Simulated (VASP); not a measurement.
# Si: single point with r2SCAN

Si:

```
Si
1.0
    -3.26078    3.39388    1.92188
     3.26078   -3.39388    1.92188
     3.26078    3.39388   -1.92188
Si
4
Direct
  0.17875 0.17875 0.35751
  0.82125 0.82125 0.64249
  0.17875 0.82125 0.00000
  0.82125 0.17875 0.00000
```

This cell differs from its parent crystal: strain -0.0200 x Voigt [1, -1, 0, 0, 0, 0].

```yaml
Program: VASP 6.6.1
Task: single point
Functional: r2SCAN
Potentials_or_basis: VASP PAW PBE potentials, release 64 (Si)
Cutoff: 520 eV
k_mesh: 10 × 10 × 10
Occupations: gaussian, width 0.05 eV
Spin: no spin polarisation
Dipole_correction: no
Further_INCAR_settings: ALGO = Normal; EDIFF = 1e-06; NBANDS = 16
```

```yaml
Pressure: 0.0 GPa
Largest_force: 0.448 eV/Å
Band_gap_on_the_k_mesh: 0.38 eV (least direct gap 0.49 eV)
```

Forces on the atoms (eV/Å):
```
Si   0.354 -0.275  0.000
Si  -0.354  0.275  0.000
Si  -0.354 -0.275  0.000
Si   0.354  0.275  0.000
```

Stress tensor (GPa, compression positive):
```
 4.03  0.00  0.00
 0.00 -3.82  0.00
 0.00  0.00 -0.24
```

Levels at points of the mesh, in eV from the valence-band top:
| k point | band 4 | band 5 | band 6 | band 7 | band 8 | band 9 | band 10 | band 11 | band 12 | band 13 |
| --- | --- | --- | --- | --- | --- | --- | --- | --- | --- | --- |
| (0.00, 0.00, 0.00) | -5.68 | -4.05 | -1.82 | -1.55 | -0.72 | 1.30 | 1.47 | 2.22 | 2.26 | 2.63 |
| (0.50, 0.00, 0.00) | -6.41 | -4.73 | -3.84 | -2.72 | -1.56 | 0.74 | 2.53 | 3.15 | 3.55 | 4.85 |
| (0.00, 0.50, 0.00) | -6.58 | -4.62 | -3.61 | -2.52 | -1.67 | 1.13 | 2.62 | 3.23 | 3.76 | 3.99 |
| (0.50, 0.50, 0.00) | -5.23 | -3.09 | -2.22 | -2.05 | -1.83 | 1.79 | 2.06 | 2.07 | 4.23 | 4.53 |
| (0.50, 0.50, 0.50) | -5.34 | -3.21 | -0.34 | -0.22 | 0.00 | 0.49 | 3.38 | 3.90 | 4.30 | 4.48 |

It took 9.4 min on 1 thread of Intel(R) Xeon(R) Platinum 8488C (Sapphire Rapids), on a shared host, peak memory 0.35 GiB.

Caveat: the cell differs from its parent crystal (strain -0.0200 x Voigt [1, -1, 0, 0, 0, 0]); the stress differs along the axes, from -4 to 4 GPa; semilocal functionals underestimate gaps, and a narrow one can read as zero; the PAW data sets were made with another functional, which shifts forces and pressure a little. A k mesh can miss the band edges.
